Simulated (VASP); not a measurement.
Write the native input for VASP 6.6.1 that does the following.

```yaml
Task: single point
Functional: PBE
Potentials_or_basis: VASP PAW PBE potentials, release 64 (Hf_pv, C)
Cutoff: 520 eV
k_mesh: 18 × 18 × 18
Occupations: gaussian, width 0.1 eV
Spin: no spin polarisation
Dipole_correction: no
Further_INCAR_settings: ALGO = Normal; EDIFF = 1e-07; NBANDS = 14
```

The structure of HfC lies in POSCAR:

```
HfC
1.0
    3.2375192298      0.0000000000      0.0000000000
   -1.6187596149      2.8037738983      0.0000000000
    0.0000000000      0.0000000000      2.9156560663
Hf C
1 1
Direct
    0.6666666667      0.3333333333      0.4449846276
    0.3333333333      0.6666666667      0.9676447424
```

The cell was built from a structure type or drawn by symmetry, and may not be a known phase.

These files were run (other wordings do the same):

INCAR

```
ALGO = Normal ; EDIFF = 1E-7
ENCUT = 520 ; GGA = PE
ISIF = 2 ; ISMEAR = 0
LASPH = True ; LCHARG = False
LREAL = False ; LWAVE = False
NBANDS = 14 ; NELM = 60
PREC = Accurate ; SIGMA = 0.1
```

KPOINTS

```
k-points
0
Gamma
  18 18 18
```

Potentials or basis: VASP PAW PBE potentials, release 64 (Hf_pv, C).

Launch:

```sh
$ cat potpaw_PBE.64/Hf_pv/POTCAR potpaw_PBE.64/C/POTCAR > POTCAR
$ mpirun -np 1 vasp_std > vasp.out
```

Results of the run:

| Item | Value |
| --- | --- |
| Pressure | -0.9 GPa |
| Largest force | 0.007 eV/Å |
| Band gap on the k mesh | zero (filled and empty bands touch) |

Caveat: spin-orbit coupling is left out, which moves the levels of the heavy elements.

Wall time 3.3 min on 1 thread of Intel Xeon 8259CL, on a shared host, peak memory 0.33 GiB.
